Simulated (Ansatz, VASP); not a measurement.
## Zr2PdS3 in VASP and in Ansatz

INCAR

```
PREC     = Accurate       # precision mode
ENCUT    = 500            # plane-wave cutoff, eV
EDIFF    = 1E-6           # SCF threshold, eV
ISMEAR   = 0              # smearing method
SIGMA    = 0.1            # smearing width, eV
LREAL    = False          # projectors in reciprocal space
LASPH    = True           # aspherical terms in the spheres
NELM     = 200            # most SCF steps
ALGO     = Normal         # electronic algorithm
ISIF     = 2              # what is computed and relaxed
LWAVE    = False          # write WAVECAR
LCHARG   = False          # write CHGCAR
ISPIN    = 2              # spin polarisation
MAGMOM   = 0 0 1 0 0 0    # initial moments
LORBIT   = 11             # projections on sites
LMAXMIX  = 4              # l up to which the mixer works
GGA      = PE             # functional
NBANDS   = 39             # bands
GGA_COMPAT= False
```

File KPOINTS:

```
regular mesh
0
Gamma
  6 6 4
```

The input POSCAR:

```
Zr2PdS3
1.0
    4.8152631300      0.0000000000      0.0000000000
   -2.4076315600      4.1701402000      0.0000000000
    0.0000000000      0.0000000000      6.7335818100
Zr Pd S
2 1 3
Direct
    0.0000000000      0.0000000000      0.3138402300
    0.0000000000      0.0000000000      0.6861597700
    0.0000000000      0.0000000000      0.0000000000
    0.5000000000      0.0000000000      0.5000000000
    0.0000000000      0.5000000000      0.5000000000
    0.5000000000      0.5000000000      0.5000000000
```

Input for Ansatz:

```yaml
crystal:
  lattice:
    - [4.81526313, 0.0, 0.0]
    - [-2.40763156, 4.1701402, 0.0]
    - [0.0, 0.0, 6.73358181]
  atoms:
    - { symbol: Zr, position: [0.0, 0.0, 0.31384023] }
    - { symbol: Zr, position: [0.0, 0.0, 0.68615977] }
    - { symbol: Pd, position: [0.0, 0.0, 0.0], spin: 1.0 }
    - { symbol: S, position: [0.5, 0.0, 0.5] }
    - { symbol: S, position: [0.0, 0.5, 0.5] }
    - { symbol: S, position: [0.5, 0.5, 0.5] }
basis:
  ecutwfc: 420
kpoints:
  mp_grid: { grid: [6, 6, 4] }
hamiltonian:
  xc: pbe
scf:
  occupations: { method: gaussian, width: 0.1 }
  lower_state_search: "off"
output:
  forces: true
  stress: true
  eigenvalues: true
  populations: true
magnetization:
  spin_polarized: true
```

Alike in both runs: task single point; functional PBE; k mesh 6 × 6 × 4; occupations gaussian, width 0.1 eV; collinear spin.

|  | VASP | Ansatz |
| --- | --- | --- |
| version | VASP 6.6.1 | Ansatz 0.2.0 |
| potentials or method | VASP PAW PBE potentials, release 64 (Zr_sv, Pd, S), cutoff 500 eV | scalar-relativistic, plane waves, PAW |
| valence electrons in the cell | 52 | 60 |

|  | VASP | Ansatz | Ansatz less VASP |
| --- | --- | --- | --- |
| gap on the k mesh at the Fermi level (eV) | none | none | - |
| pressure (GPa) | 22.7 | 22.5 | -0.25 |
| traceless stress, the component that is largest in VASP (GPa) | 18.65 | 17.95 | -0.709 |
| rms of the force components (eV/Å) | 1.704 | 1.641 | -0.0627 |
| net moment per atom (μB) | 0.00 | 0.00 | 0.000 |

Atom by atom the forces differ by 0.063 eV/Å (rms over components). A gap of «none» marks a metal or a gap that the smearing closes. VASP's potentials hold 52 valence electrons a cell and Ansatz's 60, so a difference there can come from the potentials and not from the codes. Ansatz's warnings: seeded moment not kept.
